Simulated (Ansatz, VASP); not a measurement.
## Al3Se2: VASP beside Ansatz

```
Al Se
1.0
     3.15613    1.82219    5.74464
    -3.15613    1.82219    5.74464
     0.00000   -3.64439    5.74464
Al Se
6 4
Direct
  0.05625 0.44375 0.75000
  0.75000 0.05625 0.44375
  0.44375 0.75000 0.05625
  0.94375 0.55625 0.25000
  0.25000 0.94375 0.55625
  0.55625 0.25000 0.94375
  0.85218 0.85218 0.85218
  0.64782 0.64782 0.64782
  0.14782 0.14782 0.14782
  0.35218 0.35218 0.35218
```

Alike in both runs: task single point; functional PBE; k mesh 6 × 6 × 6; occupations gaussian, width 0.1 eV; no spin polarisation.

```csv
,VASP,Ansatz
version,VASP 6.6.1,Ansatz 0.2.0
potentials or method,"VASP PAW PBE potentials, release 64 (Al, Se), cutoff 520 eV","scalar-relativistic, plane waves, PAW"
valence electrons in the cell,42,82
```

```tsv
	VASP	Ansatz	Ansatz less VASP
gap on the k mesh at the Fermi level (eV)	none	none	-
pressure (GPa)	13.0	12.9	-0.05
traceless stress, the component that is largest in VASP (GPa)	-0.88	-0.87	+0.007
rms of the force components (eV/Å)	0.104	0.104	+0.0003
```

Atom by atom the forces differ by 0.001 eV/Å (rms over components). A gap of «none» marks a metal or a gap that the smearing closes. VASP's potentials hold 42 valence electrons a cell and Ansatz's 82, so a difference there can come from the potentials and not from the codes.
